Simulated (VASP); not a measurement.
Crystal: Nb.

```
Nb
1.0
     0.00000    2.09500    2.09500
     2.09500    0.00000    2.09500
     2.09500    2.09500    0.00000
Nb
1
Direct
  0.00000 0.00000 0.00000
```

This isn't the form of Nb at room conditions, which is bcc.

| Quantity | Value |
| --- | --- |
| Program | VASP 6.6.1 |
| Task | relaxation of volume and atoms at fixed shape |
| Functional | LDA |
| Potentials or basis | VASP PAW LDA potentials, release 64 (Nb_sv) |
| Cutoff | 500 eV |
| k mesh | 9 × 9 × 9 |
| Occupations | methfessel-paxton, width 0.05 eV |
| Spin | no spin polarisation |

At the start: pressure -5.0 GPa; volume 18.39 Å³/atom.

Task: How do energy, volume and symmetry change on relaxing?

Result: Over 3 steps the energy falls by 8.4 meV/atom and the volume is 17.88 Å³/atom (-2.8 %); space group Fm-3m (No. 225, to 0.1 Å) before and after.

The path:
| step | energy change (eV) | largest force (eV/Å) | pressure (GPa) | volume (Å³) |
| --- | --- | --- | --- | --- |
| 1 | 0.0000 | 0.0000 | -5.01 | 18.39 |
| 2 | 0.0212 | 0.0000 | 9.93 | 16.90 |
| 3 | -0.0084 | 0.0000 | -0.13 | 17.88 |

Final structure:
```
Nb
1.0
     0.00000    2.07530    2.07530
     2.07530    0.00000    2.07530
     2.07530    2.07530    0.00000
Nb
1
Direct
  0.00000 0.00000 0.00000
```
